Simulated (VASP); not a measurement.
Here is a VASP 6.6.1 calculation.

Contents of INCAR:

```
SYSTEM = Ge
PREC     = Accurate       ! precision mode
ENCUT    = 520            ! plane-wave cutoff, eV
EDIFF    = 1E-6           ! SCF threshold, eV
ISMEAR   = -1             ! smearing method
SIGMA    = 0.05           ! smearing width, eV
LREAL    = .FALSE.        ! projectors in reciprocal space
LASPH    = .TRUE.         ! aspherical terms in the spheres
NELM     = 60             ! most SCF steps
ALGO     = Normal         ! electronic algorithm
ISIF     = 2              ! what is computed and relaxed
LWAVE    = .FALSE.        ! write WAVECAR
LCHARG   = .FALSE.        ! write CHGCAR
GGA      = CA             ! functional
NBANDS   = 13             ! bands
```

File KPOINTS:

```
regular mesh
0
G
  11 11 10
  0 0 0
```

File POSCAR:

```
Ge
1.0
    1.3782662934     -2.5653695835      0.0000000000
    1.3782662934      2.5653695835      0.0000000000
    0.0000000000      0.0000000000      2.6617639486
Ge
1
Direct
    0.5000000000      0.5000000000      0.0000000000
```

Potentials or basis: VASP PAW LDA potentials, release 64 (Ge_d).

Command:

```sh
$ cat potpaw_LDA.64/Ge_d/POTCAR > POTCAR
$ mpirun -np 1 vasp_std > vasp.out
```

Problem. Estimate the band gap on the k mesh.

Solution. Zero (band 7 reaches 13.20 eV, above the bottom of band 8 at 3.85 eV).

Problem. What does it give for the pressure?

Solution. -3.3 GPa.

Stress tensor (GPa, compression positive):
```
-1.78  0.00  0.00
 0.00 -5.04  0.00
 0.00  0.00 -2.99
```
